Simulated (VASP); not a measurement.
NbN, 2 atoms in the cell. The structure is cubic, space group Fm-3m (No. 225). The conventional cell has a = 4.390 Å, b = 4.390 Å, c = 4.390 Å, α = 90.00°, β = 90.00°, γ = 90.00°. Nb (site symmetry m-3m) has 6 N at 2.19 Å within 2.9 Å. Within 2.9 Å of N (site symmetry m-3m) lie 6 Nb at 2.19 Å. 

| Quantity | Value |
| --- | --- |
| Program | VASP 6.6.1 |
| Task | single point |
| Functional | r2SCAN |
| Potentials or basis | VASP PAW PBE potentials, release 64 (Nb_sv, N) |
| Cutoff | 660 eV |
| k mesh | 12 × 12 × 12 |
| Occupations | fermi-dirac, width 0.1 eV |
| Spin | no spin polarisation |
| Dipole correction | no |
| Further INCAR settings | ALGO = Normal; EDIFF = 1e-06; NBANDS = 16 |

Potentials or basis: VASP PAW PBE potentials, release 64 (Nb_sv, N).

The run is started by

```sh
$ cat potpaw_PBE.64/Nb_sv/POTCAR potpaw_PBE.64/N/POTCAR > POTCAR
$ cp INCAR.step1 INCAR
$ mpirun -np 1 vasp_std > vasp.out
$ cp INCAR.step2 INCAR
$ mpirun -np 1 vasp_std > vasp.out
```

Hardware: 1 thread of Intel Xeon 8259CL, with other jobs on the host.

How long does it take, and how much memory?

Run time: 2.6 min on 1 thread of Intel Xeon 8259CL, with other jobs on the host, peak memory 0.19 GiB. Counts: k points 72.
